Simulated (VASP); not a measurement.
# BN in VASP: a series of runs

Runs on BN. Level: r2SCAN. Tasks: single point.

Everything below comes from runs of VASP 6.6.1. Logs are shortened: lines on timing, memory, paths and dates and some standing lists are left out, and cuts for length are marked.

**1. The cell of the first run**

The typed cell holds 4 atoms: a = 2.554 Å, b = 2.554 Å, c = 4.227 Å, α = 90.00°, β = 90.00°, γ = 120.00°.

**2. Single point, r2SCAN (atom 3 (N) moved by (+0.100, +0.000) A along [1 1 0] and z)**

POSCAR

```
BN
1.0
    2.5539396017      0.0000000000      0.0000000000
   -1.2769698009      2.2117765748      0.0000000000
    0.0000000000      0.0000000000      4.2268550000
B N
2 2
Direct
    0.6666666667      0.3333333333      0.9997240000
    0.3333333333      0.6666666667      0.4997240000
    0.7103386106      0.3653034152      0.6252760000
    0.3333333333      0.6666666667      0.1252760000
```

INCAR.step1

```
SYSTEM = BN
ALGO = Normal
EDIFF = 1E-4
ENCUT = 520
GGA = PE
ISMEAR = 0
LASPH = .True.
LCHARG = .False.
LREAL = .False.
LWAVE = .True.
NBANDS = 16
NELM = 80
PREC = Accurate
SIGMA = 0.05
```

INCAR.step2

```
SYSTEM = BN
ALGO = Normal
EDIFF = 1E-6
ENCUT = 520
ISIF = 2
ISMEAR = 0
ISTART = 1
LASPH = .True.
LCHARG = .False.
LMIXTAU = .True.
LREAL = .False.
LWAVE = .False.
METAGGA = R2SCAN
NBANDS = 16
NELM = 80
PREC = Accurate
SIGMA = 0.05
```

KPOINTS

```
k-points
0
Gamma
  12 12 6
  0 0 0
```

Potentials or basis: VASP PAW PBE potentials, release 64 (B, N).

Run with:

```
$ cat potpaw_PBE.64/B/POTCAR potpaw_PBE.64/N/POTCAR > POTCAR
$ cp INCAR.step1 INCAR
$ mpirun -np 1 vasp_std > vasp.out
$ cp INCAR.step2 INCAR
$ mpirun -np 1 vasp_std > vasp.out
```

OUTCAR:

```text
SYSTEM = BN
   EDIFF = 1E-6
   ENCUT = 520
   ISIF = 2
   ISMEAR = 0
   ISTART = 1
   LASPH = .True.
   LREAL = .False.
   METAGGA = R2SCAN
   NELM = 80
   PREC = Accurate

 ion  position               nearest neighbor table
   1  0.667  0.333  1.000-   4 1.57   4 1.57   4 1.57   3 1.59
   2  0.333  0.667  0.500-   3 1.48   4 1.58   3 1.59   3 1.64
   3  0.710  0.365  0.625-   2 1.48   1 1.59   2 1.59   2 1.64
   4  0.333  0.667  0.125-   1 1.57   1 1.57   1 1.57   2 1.58

  LATTYP: Found a hexagonal cell.
 ALAT       =     2.5539396017
 C/A-ratio  =     1.6550332659

  Lattice vectors:

 A1 = (   2.5539396017,   0.0000000000,   0.0000000000)
 A2 = (  -1.2769698009,   2.2117765748,   0.0000000000)
 A3 = (   0.0000000000,   0.0000000000,   4.2268550000)

Analysis of symmetry for initial positions (statically):
=====================================================================
 Subroutine PRICEL returns:
 Original cell was already a primitive cell.

 Routine SETGRP: Setting up the symmetry group for a
 hexagonal supercell.

 Subroutine GETGRP returns: Found  1 space group operations
 (whereof  1 operations were pure point group operations)
 out of a pool of 24 trial point group operations.

The static configuration has the point symmetry C_1 .

Analysis of symmetry for dynamics (positions and initial velocities):
=====================================================================
 Subroutine PRICEL returns:
 Original cell was already a primitive cell.

 Routine SETGRP: Setting up the symmetry group for a
 hexagonal supercell.

 Subroutine GETGRP returns: Found  1 space group operations
 (whereof  1 operations were pure point group operations)
 out of a pool of 24 trial point group operations.

The dynamic configuration has the point symmetry C_1 .

 Subroutine INISYM returns: Found  1 space group operations
 (whereof  1 operations are pure point group operations),
 and found     1 'primitive' translations

----------------------------------------------------------------------------------------

                                     Primitive cell

  volume of cell :      23.8764

  direct lattice vectors                    reciprocal lattice vectors
     2.553939602  0.000000000  0.000000000     0.391551938  0.226062617  0.000000000
    -1.276969801  2.211776575  0.000000000     0.000000000  0.452125233  0.000000000
     0.000000000  0.000000000  4.226855000     0.000000000  0.000000000  0.236582518

  length of vectors
     2.553939602  2.553939602  4.226855000     0.452125233  0.452125233  0.236582518

  position of ions in fractional coordinates (direct lattice)
     0.666666667  0.333333333  0.999724000
     0.333333333  0.666666667  0.499724000
     0.710338611  0.365303415  0.625276000
     0.333333333  0.666666667  0.125276000

  ion indices of the primitive-cell ions
   primitive index   ion index
                 1           1
                 2           2
                 3           3
                 4           4

----------------------------------------------------------------------------------------

 KPOINTS: k-points

Automatic generation of k-mesh.
 Grid dimensions read from file:
 generate k-points for:   12   12    6

 Generating k-lattice:

  Cartesian coordinates                     Fractional coordinates (reciprocal lattice)
     0.032629328  0.018838551  0.000000000     0.083333333  0.000000000  0.000000000
     0.000000000  0.037677103  0.000000000     0.000000000  0.083333333  0.000000000
     0.000000000  0.000000000  0.039430420     0.000000000  0.000000000  0.166666667

  Length of vectors
     0.037677103  0.037677103  0.039430420

  Shift w.r.t. Gamma in fractional coordinates (k-lattice)
     0.000000000  0.000000000  0.000000000

 Subroutine IBZKPT returns following result:
 ===========================================

 Found    436 irreducible k-points:

 Following reciprocal coordinates:
            Coordinates               Weight
  0.000000  0.000000  0.000000      1.000000
  0.083333  0.000000  0.000000      2.000000
  0.000000  0.083333  0.000000      2.000000
 -0.083333  0.083333  0.000000      2.000000
  0.166667  0.000000  0.000000      2.000000
  0.000000  0.166667  0.000000      2.000000
[... 16 lines left out ...]
  0.166667  0.083333  0.000000      2.000000
 -0.083333  0.250000  0.000000      2.000000
 [... further k-points ...]
   k-points           NKPTS =    436   k-points in BZ     NKDIM =    436   number of bands    NBANDS=     16
   number of dos      NEDOS =    301   number of ions     NIONS =      4
   total plane-waves  NPLWV =  12800
   dimension x,y,z NGX =    20 NGY =   20 NGZ =   32
   dimension x,y,z NGXF=    40 NGYF=   40 NGZF=   64
   ions per type =               2   2
   NGX,Y,Z   is equivalent  to a cutoff of  13.02, 13.02, 12.59 a.u.
   NGXF,Y,Z  is equivalent  to a cutoff of  26.04, 26.04, 25.17 a.u.
 SYSTEM =  BN
   PREC   = accura    normal or accurate (medium, high low for compatibility)
   ISTART =      1    job   : 0-new  1-cont  2-samecut
   ICHARG =      0    charge: 1-file 2-atom 10-const
   ISPIN  =      1    spin polarized calculation?
   LNONCOLLINEAR =      F non collinear calculations
   LSORBIT =      F    spin-orbit coupling
   LASPH  =      T    aspherical Exc in radial PAW
   ENCUT  =  520.0 eV  38.22 Ry    6.18 a.u.   4.75  4.75  7.86*2*pi/ulx,y,z
   NELM   =     80;   NELMIN=  2; NELMDL=  0     # of ELM steps
   EDIFF  = 0.1E-05   stopping-criterion for ELM
   LREAL  =      F    real-space projection
   EDIFFG = 0.1E-04   stopping-criterion for IOM
   NSW    =      0    number of steps for IOM
   IBRION =     -1    ionic relax: 0-MD 1-quasi-New 2-CG
   NFREE  =      0    steps in history (QN), initial steepest desc. (CG)
   ISIF   =      2    stress and relaxation
   ISYM   =      2    0-nonsym 1-usesym 2-fastsym
   POTIM  = 0.5000    time-step for ionic-motion
   TEBEG  =    0.0;   TEEND  =   0.0 temperature during run
   PSTRESS=    0.0 pullay stress
   NELECT =      16.0000    total number of electrons
   NUPDOWN=      -1.0000    fix difference up-down
   EMIN   =  10.00;   EMAX   =-10.00  energy-range for DOS
   EFERMI =   0.00;   METHOD = LEGACY
   ISMEAR =     0;   SIGMA  =   0.05  broadening in eV -4-tet -1-fermi 0-gaus
   EFERMI_NEDOS =   21; number of points for ismear=-14 and -15
   IALGO  =     38    algorithm
   IMIX   =      4    mixing-type and parameters
     AMIX     =   0.40;   BMIX     =  1.00
     AMIX_MAG =   1.60;   BMIX_MAG =  1.00
  volume/ion in A,a.u.               =       5.97        40.28
  Fermi-wavevector in a.u.,A,eV,Ry     =   1.432600  2.707222 27.923836  2.052344
  Thomas-Fermi vector in A             =   2.552210
   LORBIT       =      0    0 simple, 1 ext, 2 COOP (PROOUT), +10 PAW based schemes
   METAGGA = R2SCAN    functional components
   LHFCALC =     F    Hartree Fock is set to
   AEXX    =    0.0000 exact exchange contribution
   IVDW    =     0    specifies the selected vdW correction
   LEPSILON=     F    determine dielectric tensor
   LRPA    =     F    only Hartree local field effects (RPA)
 non-spin polarized calculation
 Gauss-broadening in eV      SIGMA  =   0.05
  energy-cutoff  :      520.00
  volume of cell :       23.88
 maximum number of plane-waves:       660
   NGX =  9   NGY =  9   NGZ = 15

 number of electron      16.0000000 magnetization

 Free energy of the ion-electron system (eV)
  ---------------------------------------------------
  ext. energy  EPLUGINS =         0.00000000
  ---------------------------------------------------
  free energy    TOTEN  =       -38.13110541 eV

  energy without entropy =      -38.13110541  energy(sigma->0) =      -38.13110541

 E-fermi :   7.8206     XC(G=0): -13.5793

 val. band max:        7.5859982591   @ k =   0.0000   0.0000   0.0000
 cond. band min:      12.9667668362   @ k =   0.3333   0.3333   0.0000
 fundamental gap:      5.3807685772
 Fermi energy:         7.8206092157

 k-point     1 :       0.0000    0.0000    0.0000
  band No.  band energies     occupation
      1     -14.0814      2.00000
      2      -9.9098      2.00000
      3      -3.9460      2.00000
      4       4.5893      2.00000
      5       5.4753      2.00000
      6       6.7933      2.00000
[... 8 lines left out ...]
     15      21.0485      0.00000
     16      24.4776      0.00000

 k-point     2 :       0.0833    0.0000    0.0000
  band No.  band energies     occupation
      1     -13.9262      2.00000
      2      -9.7935      2.00000
      3      -3.7910      2.00000
      4       3.9423      2.00000
      5       5.1431      2.00000
      6       6.3476      2.00000
[... 8 lines left out ...]
     15      21.1679      0.00000
     16      24.2734      0.00000

 k-point     3 :       0.0000    0.0833    0.0000
  band No.  band energies     occupation
      1     -13.9265      2.00000
      2      -9.7902      2.00000
      3      -3.7927      2.00000
      4       4.2304      2.00000
      5       4.8245      2.00000
      6       6.5436      2.00000
[... 8 lines left out ...]
     15      21.3891      0.00000
     16      24.1649      0.00000

 k-point     4 :      -0.0833    0.0833    0.0000
  band No.  band energies     occupation
      1     -13.9265      2.00000
      2      -9.7913      2.00000
      3      -3.7922      2.00000
      4       4.1174      2.00000
      5       4.9469      2.00000
      6       6.5171      2.00000
[... 8 lines left out ...]
     15      21.3570      0.00000
     16      24.2104      0.00000
[... 324 lines left out ...]
 k-point    22 :      -0.1667    0.0833    0.0000
  band No.  band energies     occupation
      1     -13.6186      2.00000
      2      -9.5680      2.00000
      3      -3.4846      2.00000
      4       2.9577      2.00000
      5       4.3573      2.00000
      6       5.6089      2.00000
[... 8 lines left out ...]
     15      21.8384      0.00000
     16      23.8256      0.00000

 k-point    23 :       0.1667    0.0833    0.0000
  band No.  band energies     occupation
      1     -13.0148      2.00000
      2      -9.1554      2.00000
      3      -2.8851      2.00000
      4       1.3720      2.00000
      5       3.1506      2.00000
      6       4.3218      2.00000
[... 8 lines left out ...]
     15      22.7399      0.00000
     16      23.8224      0.00000

 k-point    24 :      -0.0833    0.2500    0.0000
  band No.  band energies     occupation
      1     -13.0194      2.00000
      2      -9.1295      2.00000
      3      -2.9005      2.00000
      4       1.7772      2.00000
      5       2.7930      2.00000
      6       4.6017      2.00000
[... 8 lines left out ...]
     15      23.0868      0.00000
     16      23.7061      0.00000

 [... further k-points ...]
[... 5 lines left out ...]
  --------------------------------------------------------------------------------------
  -------------------------------------------------------------------------------------
  Total        0.0741403     -0.4984156     -0.5057816      0.4053258     -0.1361489     -0.2556821
  in kB        4.9750325    -33.4451356    -33.9394179     27.1985395     -9.1359863    -17.1570097
  external PRESSURE =     -20.8031737 kB  Pullay stress =       0.0000000 kB

 VOLUME and BASIS-vectors are now :
 -----------------------------------------------------------------------------
  energy-cutoff  :      520.00
  volume of cell :       23.88
      direct lattice vectors                 reciprocal lattice vectors
     2.553939602  0.000000000  0.000000000     0.391551938  0.226062617  0.000000000
    -1.276969801  2.211776575  0.000000000     0.000000000  0.452125233  0.000000000
     0.000000000  0.000000000  4.226855000     0.000000000  0.000000000  0.236582518

 POSITION                                       TOTAL-FORCE (eV/Angst)
 -----------------------------------------------------------------------------------
      1.27697      0.73726      4.22569         0.370494      0.356778     -0.005624
     -0.00000      1.47452      2.11226         1.715644      1.364953     -0.256342
      1.34768      0.80797      2.64295        -2.137857     -1.763977      0.273414
     -0.00000      1.47452      0.52952         0.051720      0.042246     -0.011448
 -----------------------------------------------------------------------------------
    total drift:                               -0.000031      0.000140      0.002215

  FREE ENERGIE OF THE ION-ELECTRON SYSTEM (eV)
  ---------------------------------------------------
  free  energy   TOTEN  =       -38.1311054135 eV

  energy  without entropy=      -38.1311054135  energy(sigma->0) =      -38.13110541
```

Wall time 7.2 min (1 thread of Intel Xeon Platinum 8375C at 2.90GHz (Ice Lake), shared host); peak memory 0.25 GiB.

Results:

| Quantity | Value |
| --- | --- |
| Free energy | -38.1311 eV |
| Pressure | -2.1 GPa |
| Largest force | 2.785 eV/Å |
| Band gap on the k mesh | 5.38 eV, indirect (least direct gap 8.46 eV) |

Forces on the atoms (eV/Å):
```
B    0.370  0.357 -0.006
B    1.716  1.365 -0.256
N   -2.138 -1.764  0.273
N    0.052  0.042 -0.011
```

Stress tensor (GPa, compression positive):
```
 0.50  2.72 -1.72
 2.72 -3.34 -0.91
-1.72 -0.91 -3.39
```

Levels at points of the mesh, in eV from the valence-band top:
```tsv
k point	band 6	band 7	band 8	band 9	band 10	band 11
(0.00, 0.00, 0.00)	-0.79	-0.34	0.00	8.46	8.80	9.00
(0.50, 0.00, 0.00)	-5.30	-5.23	-2.29	6.98	8.98	10.93
(0.00, 0.50, 0.00)	-5.56	-4.44	-2.61	6.84	7.63	10.90
(0.50, 0.50, 0.00)	-5.45	-4.65	-2.50	6.79	7.94	10.84
(0.00, 0.00, 0.50)	-1.53	-1.51	-0.75	9.17	9.64	9.79
(0.50, 0.00, 0.50)	-4.00	-3.96	-3.74	6.77	6.96	9.94
(0.00, 0.50, 0.50)	-4.23	-4.02	-3.81	6.66	6.83	10.04
(0.50, 0.50, 0.50)	-4.23	-3.98	-3.61	6.65	6.81	10.01
```

Caveat: the cell differs from its parent crystal (atom 3 (N) moved by (+0.100, +0.000) A along [1 1 0] and z); the PAW data sets were made with another functional, which shifts forces and pressure a little. A k mesh can miss the band edges.

(Continued in part 2 of 2.)
